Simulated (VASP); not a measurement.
TiP4W3, 16 atoms in the cell. The cell holds an amorphous packing of atoms, 16 atoms: a = 6.446 Å, b = 6.618 Å, c = 6.488 Å, α = 89.71°, β = 86.85°, γ = 93.52°. 

| Item | Value |
| --- | --- |
| Program | VASP 6.6.1 |
| Task | single point |
| Functional | PBE |
| Potentials or basis | VASP PAW PBE potentials, release 64 (Ti_sv, P, W_sv) |
| Cutoff | 520 eV |
| k mesh | 1 × 1 × 1, shifted |
| Occupations | fermi-dirac, width 0.05 eV |
| Spin | no spin polarisation |
| Dipole correction | no |
| Further INCAR settings | LREAL = Auto; ALGO = Normal; EDIFF = 1e-07; NBANDS = 88; ISYM = 0 |

Potentials or basis: VASP PAW PBE potentials, release 64 (Ti_sv, P, W_sv).

Run with:

```sh
$ cat potpaw_PBE.64/Ti_sv/POTCAR potpaw_PBE.64/P/POTCAR potpaw_PBE.64/W_sv/POTCAR > POTCAR
$ mpirun -np 1 vasp_std > vasp.out
```

Hardware: 1 thread of AMD EPYC 7R13 (shared host).

**Question.** Estimate the wall time of this run.

**Answer.** It took 2.7 min on 1 thread of AMD EPYC 7R13 (shared host), peak memory 0.3 GiB. Counts: scf iterations 21, k points 1.
